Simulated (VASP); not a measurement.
Input of a VASP 6.6.1 run:

INCAR

```
SYSTEM = Te3O7
PREC = Accurate
ENCUT = 520
EDIFF = 1E-6
ISMEAR = 0
SIGMA = 0.1
LREAL = .FALSE.
LASPH = .TRUE.
NELM = 60
ALGO = Normal
ISIF = 2
LWAVE = .FALSE.
LCHARG = .TRUE.
GGA = PE
LELF = .TRUE.
LVHAR = .TRUE.
NBANDS = 41
```

File KPOINTS:

```
regular mesh
0
G
  3 3 3
  0 0 0
```

File POSCAR:

```
Te3O7
1.0
    3.1384103300      1.8119620500      8.0486582700
   -3.1384103300      1.8119620500      8.0486582700
    0.0000000000     -3.6239240900      8.0486582700
Te O
3 7
Direct
    0.4160641100      0.4160641100      0.4160641100
    0.5839358900      0.5839358900      0.5839358900
    0.0000000000      0.0000000000      0.0000000000
    0.5000000000      0.5000000000      0.5000000000
    0.2080320600      0.2080320600      0.7080320600
    0.7080320600      0.2080320600      0.2080320600
    0.2080320600      0.7080320600      0.2080320600
    0.7919679400      0.2919679400      0.7919679400
    0.2919679400      0.7919679400      0.7919679400
    0.7919679400      0.7919679400      0.2919679400
```

Potentials or basis: VASP PAW PBE potentials, release 64 (Te, O).

The run is started by

```sh
$ cat potpaw_PBE.64/Te/POTCAR potpaw_PBE.64/O/POTCAR > POTCAR
$ mpirun -np 1 vasp_std > vasp.out
```

(1) Predict the largest force.

(2) Predict the pressure.

(3) Predict the band gap on the k mesh.

Results:

(1) 4.069 eV/Å.

(2) -6.3 GPa.

(3) 0.09 eV.

Caveat: the cell stands under tension; spin-orbit coupling is left out, which moves the levels of the heavy elements; forces of over 1 eV/Å act on the atoms, so gaps and moduli don't describe the material at rest.
